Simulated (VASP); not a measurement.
Crystal: CsOs3.

```
Cs Os
1.0
     4.11977    0.00000    0.00000
     0.00000    4.11977    0.00000
     0.00000    0.00000    4.11977
Cs Os
1 3
Direct
  0.00000 0.00000 0.00000
  0.00000 0.50000 0.50000
  0.50000 0.00000 0.50000
  0.50000 0.50000 0.00000
```

| Property | Result |
| --- | --- |
| Program | VASP 6.6.1 |
| Task | relaxation of cell and atoms |
| Functional | PBE |
| Potentials or basis | VASP PAW PBE potentials, release 64 (Cs_sv, Os) |
| Cutoff | 600 eV |
| k mesh | 12 × 12 × 12 |
| Occupations | gaussian, width 0.1 eV |
| Spin | no spin polarisation |

At the start: pressure 2.7 GPa; volume 17.48 Å³/atom.

Question: How do energy, volume and symmetry change on relaxing?

Answer: Over 3 steps the energy falls by 2.3 meV/atom and the volume is 17.76 Å³/atom (+1.6 %); space group Pm-3m (No. 221, to 0.1 Å) before and after.

Step by step:
| step | energy change (eV) | largest force (eV/Å) | pressure (GPa) | volume (Å³) |
| --- | --- | --- | --- | --- |
| 1 | 0.0000 | 0.0000 | 2.73 | 69.92 |
| 2 | 0.0167 | 0.0000 | -4.12 | 72.98 |
| 3 | -0.0092 | 0.0000 | 0.00 | 71.04 |

Final structure:
```
CELL_PARAMETERS angstrom
4.14155 0.00000 0.00000
0.00000 4.14155 0.00000
0.00000 0.00000 4.14155
ATOMIC_POSITIONS crystal
Cs 0.00000 0.00000 0.00000
Os 0.00000 0.50000 0.50000
Os 0.50000 0.00000 0.50000
Os 0.50000 0.50000 0.00000
```
